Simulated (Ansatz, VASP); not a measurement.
**Two plane-wave programs on Al2Cu**

```
Al Cu
1.0
    -2.00479    2.00479    2.83511
     2.00479   -2.00479    2.83511
     2.00479    2.00479   -2.83511
Al Cu
2 1
Direct
  0.75000 0.25000 0.50000
  0.25000 0.75000 0.50000
  0.50000 0.50000 0.00000
```

Alike in both runs: functional LDA; k mesh 14 × 14 × 14; occupations gaussian, width 0.1 eV; no spin polarisation.

Ansatz relaxed the structure, and its values are those at the end. VASP's run is a single point on that final structure, the one shown.

```csv
,VASP,Ansatz
version,VASP 6.6.1,Ansatz 0.2.0
potentials or method,"VASP PAW LDA potentials, release 64 (Al, Cu), cutoff 520 eV","scalar-relativistic, plane waves, PAW"
valence electrons in the cell,17,25
```

```tsv
	VASP	Ansatz	Ansatz less VASP
gap on the k mesh at the Fermi level (eV)	none	none	-
pressure (GPa)	0.3	0.0	-0.36
```

LDA's correlation is that of Perdew and Zunger in VASP and of Perdew and Wang (1992) in Ansatz. A gap of «none» marks a metal or a gap that the smearing closes. VASP's potentials hold 17 valence electrons a cell and Ansatz's 25, so a difference there can come from the potentials and not from the codes.
